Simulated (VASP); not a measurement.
Wanted: the native input for a VASP 6.6.1 run.

```
Task                   : single point
Functional             : PBEsol
Potentials or basis    : VASP PAW PBE potentials, release 64 (Al, P)
Cutoff                 : 500 eV
k mesh                 : 6 × 4 × 6
Occupations            : gaussian, width 0.1 eV
Spin                   : no spin polarisation
Dipole correction      : no
Further INCAR settings : ALGO = Normal; EDIFF = 1e-06; NBANDS = 16
```

The structure of AlP (a) lies in POSCAR:

```
AlP
1.0
    3.8682424498      0.0000000000      0.0000000000
    0.0000000000      5.4705209350      0.0000000000
    0.0000000000      0.0000000000      3.8682424498
Al P
2 2
Direct
    0.0000000000      0.0000000000      0.0000000000
    0.5000000000      0.5000000000      0.5000000000
    0.0000000000      0.2500000000      0.5000000000
    0.5000000000      0.7500000000      0.0000000000
```

These files were run (other wordings do the same):

INCAR

```
ALGO     = Normal         # electronic algorithm
EDIFF    = 1E-6           # SCF threshold, eV
ENCUT    = 500            # plane-wave cutoff, eV
GGA      = PS             # functional
GGA_COMPAT= F            
ISIF     = 2              # what is computed and relaxed
ISMEAR   = 0              # smearing method
LASPH    = T              # aspherical terms in the spheres
LCHARG   = F              # write CHGCAR
LREAL    = F              # projectors in reciprocal space
LWAVE    = F              # write WAVECAR
NBANDS   = 16             # bands
NELM     = 120            # most SCF steps
PREC     = Accurate       # precision mode
SIGMA    = 0.1            # smearing width, eV
```

KPOINTS

```
k-points
0
Gamma
  6 4 6
```

Potentials or basis: VASP PAW PBE potentials, release 64 (Al, P).

Command:

```sh
$ cat potpaw_PBE.64/Al/POTCAR potpaw_PBE.64/P/POTCAR > POTCAR
$ mpirun -np 1 vasp_std > vasp.out
```

It gave:

- Pressure: 0.1 GPa
- Band gap on the k mesh: 1.45 eV

Caveat: the PAW data sets were made with another functional, which shifts forces and pressure a little.

Run time: 32 s on 1 thread of Intel Xeon 6975P-C, with other jobs on the host, peak memory 0.18 GiB.
